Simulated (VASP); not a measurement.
Write the native input for VASP 6.6.1 that does the following.

- Task: single point
- Functional: r2SCAN
- Potentials or basis: VASP PAW PBE potentials, release 64 (Al)
- Cutoff: 520 eV
- k mesh: 14 × 14 × 14
- Occupations: gaussian, width 0.05 eV
- Spin: no spin polarisation
- Dipole correction: no
- Further INCAR settings: ALGO = Normal; EDIFF = 1e-07; NBANDS = 8

Crystal: Al.

```
Al
1.0
     0.00000    2.02500    2.02500
     2.02500    0.00000    2.02500
     2.02500    2.02500    0.00000
Al
1
Cartesian
  0.0000 0.0000 0.0000
```

The input as run:

POSCAR

```
Al
1.0
    0.0000000000      2.0249987299      2.0249987299
    2.0249987299      0.0000000000      2.0249987299
    2.0249987299      2.0249987299      0.0000000000
Al
1
Direct
    0.0000000000      0.0000000000      0.0000000000
```

INCAR.step1

```
SYSTEM = Al
ALGO     = Normal         ! electronic algorithm
EDIFF    = 1E-4           ! SCF threshold, eV
ENCUT    = 520            ! plane-wave cutoff, eV
GGA      = PE             ! functional
ISMEAR   = 0              ! smearing method
LASPH    = .TRUE.         ! aspherical terms in the spheres
LCHARG   = .FALSE.        ! write CHGCAR
LREAL    = .FALSE.        ! projectors in reciprocal space
LWAVE    = .TRUE.         ! write WAVECAR
NBANDS   = 8              ! bands
NELM     = 80             ! most SCF steps
PREC     = Accurate       ! precision mode
SIGMA    = 0.05           ! smearing width, eV
```

INCAR.step2

```
SYSTEM = Al
ALGO     = Normal         ! electronic algorithm
EDIFF    = 1E-7           ! SCF threshold, eV
ENCUT    = 520            ! plane-wave cutoff, eV
ISIF     = 2              ! what is computed and relaxed
ISMEAR   = 0              ! smearing method
ISTART   = 1            
LASPH    = .TRUE.         ! aspherical terms in the spheres
LCHARG   = .FALSE.        ! write CHGCAR
LMIXTAU  = .TRUE.       
LREAL    = .FALSE.        ! projectors in reciprocal space
LWAVE    = .FALSE.        ! write WAVECAR
METAGGA  = R2SCAN         ! meta-GGA
NBANDS   = 8              ! bands
NELM     = 80             ! most SCF steps
PREC     = Accurate       ! precision mode
SIGMA    = 0.05           ! smearing width, eV
```

KPOINTS

```
k-points
0
G
  14 14 14
  0 0 0
```

Potentials or basis: VASP PAW PBE potentials, release 64 (Al).

Run with:

```sh
$ cat potpaw_PBE.64/Al/POTCAR > POTCAR
$ cp INCAR.step1 INCAR
$ mpirun -np 1 vasp_std > vasp.out
$ cp INCAR.step2 INCAR
$ mpirun -np 1 vasp_std > vasp.out
```

It gave:

```yaml
Pressure: -4.1 GPa
```

Caveat: the PAW data sets were made with another functional, which shifts forces and pressure a little.

Wall time 40 s on 1 thread of Intel(R) Xeon(R) Platinum 8259CL CPU @ 2.50GHz (Skylake/Cascade Lake) (shared host), peak memory 0.14 GiB.
